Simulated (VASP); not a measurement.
# LiVB2 (R-3m) in VASP: single point with r2SCAN

Aim: the single point of LiVB2 with r2SCAN.

Everything below comes from runs of VASP 6.6.1. Logs are shortened: lines on timing, memory, paths and dates and some standing lists are left out, and cuts for length are marked.

## Step 1: The cell of the first run

Symmetry: R-3m, No. 166, trigonal system. Conventional cell: a = 2.808 Å, b = 2.808 Å, c = 14.620 Å, α = 90.00°, β = 90.00°, γ = 120.00°. V (site symmetry -3m) has 6 B at 1.96 Å within 2.6 Å. Within 2.6 Å of B (site symmetry 3m) lie 3 V at 1.96 Å and 3 Li at 2.10 Å. Li (site symmetry -3m) has 6 B at 2.10 Å and 6 Li at 2.81 Å and 6 V at 2.93 Å within 3.0 Å.

## Step 2: Single point, r2SCAN

POSCAR reads:

```
LiVB2
1.0
    2.8077404500      0.0000000000      0.0000000000
   -1.4038702300      2.4315809100      0.0000000000
   -1.4038702300      0.8105273100      4.8731668100
V B Li
1 2 1
Direct
    0.5000000000      0.5000000000      0.5000000000
    0.2418000000      0.7582000000      0.7254000000
    0.7582000000      0.2418000000      0.2746000000
    0.0000000000      0.0000000000      0.0000000000
```

INCAR.step1 reads:

```
PREC     = Accurate       # precision mode
ENCUT    = 520            # plane-wave cutoff, eV
ISMEAR   = -1             # smearing method
SIGMA    = 0.1            # smearing width, eV
LREAL    = F              # projectors in reciprocal space
LASPH    = T              # aspherical terms in the spheres
NELM     = 80             # most SCF steps
NBANDS   = 19             # bands
GGA      = PE             # functional
ALGO     = Normal         # electronic algorithm
EDIFF    = 1E-4           # SCF threshold, eV
LWAVE    = T              # write WAVECAR
LCHARG   = F              # write CHGCAR
```

INCAR.step2 reads:

```
PREC     = Accurate       # precision mode
ENCUT    = 520            # plane-wave cutoff, eV
EDIFF    = 1E-6           # SCF threshold, eV
ISMEAR   = -1             # smearing method
SIGMA    = 0.1            # smearing width, eV
LREAL    = F              # projectors in reciprocal space
LASPH    = T              # aspherical terms in the spheres
NELM     = 80             # most SCF steps
ALGO     = Normal         # electronic algorithm
ISIF     = 2              # what is computed and relaxed
LWAVE    = F              # write WAVECAR
LCHARG   = T              # write CHGCAR
METAGGA  = R2SCAN         # meta-GGA
LMIXTAU  = T            
LELF     = T              # ELF
LVHAR    = T            
NBANDS   = 19             # bands
ISTART   = 1
```

KPOINTS reads:

```
Automatic mesh
0
Gamma
  10 10 10
```

Potentials or basis: VASP PAW PBE potentials, release 64 (V_sv, B, Li_sv).

On the command line:

```bash
cat potpaw_PBE.64/V_sv/POTCAR potpaw_PBE.64/B/POTCAR potpaw_PBE.64/Li_sv/POTCAR > POTCAR
cp INCAR.step1 INCAR
mpirun -np 1 vasp_std > vasp.out
cp INCAR.step2 INCAR
mpirun -np 1 vasp_std > vasp.out
```

OUTCAR:

```text
PREC = Accurate
   ENCUT = 520
   EDIFF = 1E-6
   ISMEAR = -1
   LREAL = F
   LASPH = T
   NELM = 80
   ISIF = 2
   METAGGA = R2SCAN
   ISTART = 1

 ion  position               nearest neighbor table
   1  0.500  0.500  0.500-   2 1.96   3 1.96   3 1.96   2 1.96   2 1.96   3 1.96
   2  0.242  0.758  0.725-   1 1.96   1 1.96   1 1.96   4 2.10   4 2.10   4 2.10
   3  0.758  0.242  0.275-   1 1.96   1 1.96   1 1.96   4 2.10   4 2.10   4 2.10
   4  0.000  0.000  0.000-   3 2.10   2 2.10   3 2.10   2 2.10   3 2.10   2 2.10

  LATTYP: Found a trigonal (rhomboedric) cell.
 ALAT       =     5.1357150945
 COS(alpha) =     0.8505541539

  Lattice vectors:

 A1 = (   0.0000000000,  -1.6210536000,   4.8731668100)
 A2 = (   1.4038702200,   0.8105273100,   4.8731668100)
 A3 = (  -1.4038702300,   0.8105273100,   4.8731668100)

Analysis of symmetry for initial positions (statically):
=====================================================================
 Subroutine PRICEL returns:
 Original cell was already a primitive cell.

 Routine SETGRP: Setting up the symmetry group for a
 trigonal (rhombohedral) supercell.

 Subroutine GETGRP returns: Found 12 space group operations
 (whereof 12 operations were pure point group operations)
 out of a pool of 12 trial point group operations.

The static configuration has the point symmetry D_3d.

Analysis of symmetry for dynamics (positions and initial velocities):
=====================================================================
 Subroutine PRICEL returns:
 Original cell was already a primitive cell.

 Routine SETGRP: Setting up the symmetry group for a
 trigonal (rhombohedral) supercell.

 Subroutine GETGRP returns: Found 12 space group operations
 (whereof 12 operations were pure point group operations)
 out of a pool of 12 trial point group operations.

The dynamic configuration has the point symmetry D_3d.

 Subroutine INISYM returns: Found 12 space group operations
 (whereof 12 operations are pure point group operations),
 and found     1 'primitive' translations

----------------------------------------------------------------------------------------

                                     Primitive cell

  volume of cell :      33.2703

  direct lattice vectors                    reciprocal lattice vectors
     2.807740450  0.000000000  0.000000000     0.356158277  0.205627540  0.068401776
    -1.403870230  2.431580910  0.000000000     0.000000000  0.411255079 -0.068401819
    -1.403870230  0.810527310  4.873166810     0.000000000  0.000000000  0.205205370

  length of vectors
     2.807740450  2.807745954  5.135714254     0.416905513  0.416904724  0.205205370

  position of ions in fractional coordinates (direct lattice)
     0.500000000  0.500000000  0.500000000
     0.241800000  0.758200000  0.725400000
     0.758200000  0.241800000  0.274600000
     0.000000000  0.000000000  0.000000000

  ion indices of the primitive-cell ions
   primitive index   ion index
                 1           1
                 2           2
                 3           3
                 4           4

----------------------------------------------------------------------------------------

 KPOINTS: Automatic mesh

Automatic generation of k-mesh.
 Grid dimensions read from file:
 generate k-points for:   10   10   10

 Generating k-lattice:

  Cartesian coordinates                     Fractional coordinates (reciprocal lattice)
     0.035615828  0.020562754  0.006840178     0.100000000  0.000000000  0.000000000
     0.000000000  0.041125508 -0.006840182     0.000000000  0.100000000  0.000000000
     0.000000000  0.000000000  0.020520537     0.000000000  0.000000000  0.100000000

  Length of vectors
     0.041690551  0.041690472  0.020520537

  Shift w.r.t. Gamma in fractional coordinates (k-lattice)
     0.000000000  0.000000000  0.000000000

 Subroutine IBZKPT returns following result:
 ===========================================

 Found    116 irreducible k-points:

 Following reciprocal coordinates:
            Coordinates               Weight
  0.000000  0.000000  0.000000      1.000000
  0.100000 -0.000000  0.000000      6.000000
  0.200000 -0.000000  0.000000      6.000000
  0.300000 -0.000000  0.000000      6.000000
  0.400000 -0.000000  0.000000      6.000000
  0.500000  0.000000  0.000000      3.000000
[... 16 lines left out ...]
  0.300000  0.300000 -0.000000      6.000000
  0.400000  0.300000  0.000000     12.000000
 [... further k-points ...]
   k-points           NKPTS =    116   k-points in BZ     NKDIM =    116   number of bands    NBANDS=     19
   number of dos      NEDOS =    301   number of ions     NIONS =      4
   total plane-waves  NPLWV =  23040
   dimension x,y,z NGX =    24 NGY =   24 NGZ =   40
   dimension x,y,z NGXF=    48 NGYF=   48 NGZF=   80
   ions per type =               1   2   1
   NGX,Y,Z   is equivalent  to a cutoff of  14.21, 14.21, 12.95 a.u.
   NGXF,Y,Z  is equivalent  to a cutoff of  28.42, 28.42, 25.90 a.u.
 SYSTEM =  unknown system
   PREC   = accura    normal or accurate (medium, high low for compatibility)
   ISTART =      1    job   : 0-new  1-cont  2-samecut
   ICHARG =      0    charge: 1-file 2-atom 10-const
   ISPIN  =      1    spin polarized calculation?
   LNONCOLLINEAR =      F non collinear calculations
   LSORBIT =      F    spin-orbit coupling
   LASPH  =      T    aspherical Exc in radial PAW
   ENCUT  =  520.0 eV  38.22 Ry    6.18 a.u.   5.22  5.22  9.55*2*pi/ulx,y,z
   NELM   =     80;   NELMIN=  2; NELMDL=  0     # of ELM steps
   EDIFF  = 0.1E-05   stopping-criterion for ELM
   LREAL  =      F    real-space projection
   EDIFFG = 0.1E-04   stopping-criterion for IOM
   NSW    =      0    number of steps for IOM
   IBRION =     -1    ionic relax: 0-MD 1-quasi-New 2-CG
   NFREE  =      0    steps in history (QN), initial steepest desc. (CG)
   ISIF   =      2    stress and relaxation
   ISYM   =      2    0-nonsym 1-usesym 2-fastsym
   POTIM  = 0.5000    time-step for ionic-motion
   TEBEG  =    0.0;   TEEND  =   0.0 temperature during run
   PSTRESS=    0.0 pullay stress
   NELECT =      22.0000    total number of electrons
   NUPDOWN=      -1.0000    fix difference up-down
   EMIN   =  10.00;   EMAX   =-10.00  energy-range for DOS
   EFERMI =   0.00;   METHOD = LEGACY
   ISMEAR =    -1;   SIGMA  =   0.10  broadening in eV -4-tet -1-fermi 0-gaus
   EFERMI_NEDOS =   21; number of points for ismear=-14 and -15
   IALGO  =     38    algorithm
   IMIX   =      4    mixing-type and parameters
     AMIX     =   0.40;   BMIX     =  1.00
     AMIX_MAG =   1.60;   BMIX_MAG =  1.00
  volume/ion in A,a.u.               =       8.32        56.13
  Fermi-wavevector in a.u.,A,eV,Ry     =   1.426254  2.695228 27.676960  2.034199
  Thomas-Fermi vector in A             =   2.546550
   LORBIT       =      0    0 simple, 1 ext, 2 COOP (PROOUT), +10 PAW based schemes
   METAGGA = R2SCAN    functional components
   LHFCALC =     F    Hartree Fock is set to
   AEXX    =    0.0000 exact exchange contribution
   IVDW    =     0    specifies the selected vdW correction
   LEPSILON=     F    determine dielectric tensor
   LRPA    =     F    only Hartree local field effects (RPA)
 non-spin polarized calculation
  energy-cutoff  :      520.00
  volume of cell :       33.27
 maximum number of plane-waves:       910
 NGX is ok and might be reduce to    24
   NGX = 11   NGY = 11   NGZ = 19

 number of electron      21.9999996 magnetization

 Free energy of the ion-electron system (eV)
  ---------------------------------------------------
  ext. energy  EPLUGINS =         0.00000000
  ---------------------------------------------------
  free energy    TOTEN  =       -27.93072484 eV

  energy without entropy =      -27.88763161  energy(sigma->0) =      -27.90917823

 E-fermi :   7.8304     XC(G=0): -13.0128

 val. band max:        7.8235422628   @ k =  -0.2000   0.0000   0.1000
 cond. band min:       7.8423264369   @ k =   0.3000   0.3000   0.1000
 fundamental gap:      0.0187841741
 Fermi energy:         7.8303849056

 k-point     1 :       0.0000    0.0000    0.0000
  band No.  band energies     occupation
      1     -58.2465      2.00000
      2     -38.8668      2.00000
      3     -31.0524      2.00000
      4     -30.8810      2.00000
      5     -30.8810      2.00000
      6      -3.8049      2.00000
[... 11 lines left out ...]
     18      17.3788      0.00000
     19      21.3614      0.00000

 k-point     2 :       0.1000   -0.0000    0.0000
  band No.  band energies     occupation
      1     -58.2381      2.00000
      2     -38.8628      2.00000
      3     -31.0429      2.00000
      4     -30.9398      2.00000
      5     -30.8943      2.00000
      6      -3.5454      2.00000
[... 11 lines left out ...]
     18      16.8638      0.00000
     19      22.0243      0.00000

 k-point     3 :       0.2000   -0.0000    0.0000
  band No.  band energies     occupation
      1     -58.2161      2.00000
      2     -38.8522      2.00000
      3     -31.0917      2.00000
      4     -31.0179      2.00000
      5     -30.9289      2.00000
      6      -2.8082      2.00000
[... 11 lines left out ...]
     18      16.2922      0.00000
     19      21.8745      0.00000

 k-point     4 :       0.3000   -0.0000    0.0000
  band No.  band energies     occupation
      1     -58.1888      2.00000
      2     -38.8392      2.00000
      3     -31.2758      2.00000
      4     -30.9868      2.00000
      5     -30.9714      2.00000
      6      -1.7182      2.00000
[... 11 lines left out ...]
     18      17.2801      0.00000
     19      20.5869      0.00000

 k-point     5 :       0.4000   -0.0000    0.0000
  band No.  band energies     occupation
      1     -58.1665      2.00000
      2     -38.8286      2.00000
      3     -31.4220      2.00000
      4     -31.0055      2.00000
      5     -30.9615      2.00000
      6      -0.5730      2.00000
[... 11 lines left out ...]
     18      17.1562      0.00000
     19      19.7639      0.00000
[... 334 lines left out ...]
      2     -38.8437      2.00000
      3     -31.1982      2.00000
      4     -30.9977      2.00000
      5     -30.9716      2.00000
      6      -2.0325      2.00000
[... 11 lines left out ...]
     18      17.0617      0.00000
     19      21.7546      0.00000

 k-point    22 :      -0.2000    0.2000   -0.0000
  band No.  band energies     occupation
      1     -58.2161      2.00000
      2     -38.8522      2.00000
      3     -31.0917      2.00000
      4     -31.0179      2.00000
      5     -30.9289      2.00000
      6      -2.7550      2.00000
[... 11 lines left out ...]
     18      16.1513      0.00000
     19      21.3569      0.00000

 k-point    23 :       0.3000    0.3000   -0.0000
  band No.  band energies     occupation
      1     -58.1486      2.00000
      2     -38.8199      2.00000
      3     -31.3467      2.00000
      4     -31.2328      2.00000
      5     -30.9413      2.00000
      6       1.2319      2.00000
[... 11 lines left out ...]
     18      16.5197      0.00000
     19      20.4581      0.00000

 k-point    24 :       0.4000    0.3000    0.0000
  band No.  band energies     occupation
      1     -58.1486      2.00000
      2     -38.8199      2.00000
      3     -31.3468      2.00000
      4     -31.2327      2.00000
      5     -30.9414      2.00000
      6       1.2448      2.00000
[... 11 lines left out ...]
     18      16.1893      0.00000
     19      20.4294      0.00000

 [... further k-points ...]
[... 5 lines left out ...]
  --------------------------------------------------------------------------------------
  -------------------------------------------------------------------------------------
  Total       11.0410930     11.0411507      8.8510335     -0.0000000      0.0000006     -0.0000000
  in kB      531.6988099    531.7015883    426.2335266     -0.0000011      0.0000297     -0.0000003
  external PRESSURE =     496.5446416 kB  Pullay stress =       0.0000000 kB

 VOLUME and BASIS-vectors are now :
 -----------------------------------------------------------------------------
  energy-cutoff  :      520.00
  volume of cell :       33.27
      direct lattice vectors                 reciprocal lattice vectors
     2.807740450  0.000000000  0.000000000     0.356158277  0.205627540  0.068401776
    -1.403870230  2.431580910  0.000000000     0.000000000  0.411255079 -0.068401819
    -1.403870230  0.810527310  4.873166810     0.000000000  0.000000000  0.205205370

 POSITION                                       TOTAL-FORCE (eV/Angst)
 -----------------------------------------------------------------------------------
     -0.00000      1.62105      2.43658         0.000000      0.000000      0.000000
     -1.40387      2.43158      3.53500        -0.000000      0.000000      1.772884
      1.40387      0.81053      1.33817         0.000000     -0.000000     -1.772884
      0.00000      0.00000      0.00000        -0.000000     -0.000000      0.000000
 -----------------------------------------------------------------------------------
    total drift:                                0.000000      0.000000     -0.000000

  FREE ENERGIE OF THE ION-ELECTRON SYSTEM (eV)
  ---------------------------------------------------
  free  energy   TOTEN  =       -27.9307248429 eV

  energy  without entropy=      -27.8876316132  energy(sigma->0) =      -27.90917823
```

Run time: 5.8 min. Hardware: 1 thread of Oxide Virtual Turin-like, shared host; peak memory 0.19 GiB.

What came out:

```
Free energy            : -27.9307 eV
Largest force          : 1.773 eV/Å
Band gap on the k mesh : zero (bands 11 and 12 overlap by 2.00 eV)
```

Forces on the atoms (eV/Å):
```
V    0.000  0.000  0.000
B    0.000  0.000  1.773
B    0.000  0.000 -1.773
Li   0.000  0.000  0.000
```

Caveat: the cutoff is under 1.25 times the usual one of these potentials, so pressure, stress and relaxed cells hold a basis-set (Pulay) error; the PAW data sets were made with another functional, which shifts forces and pressure a little.
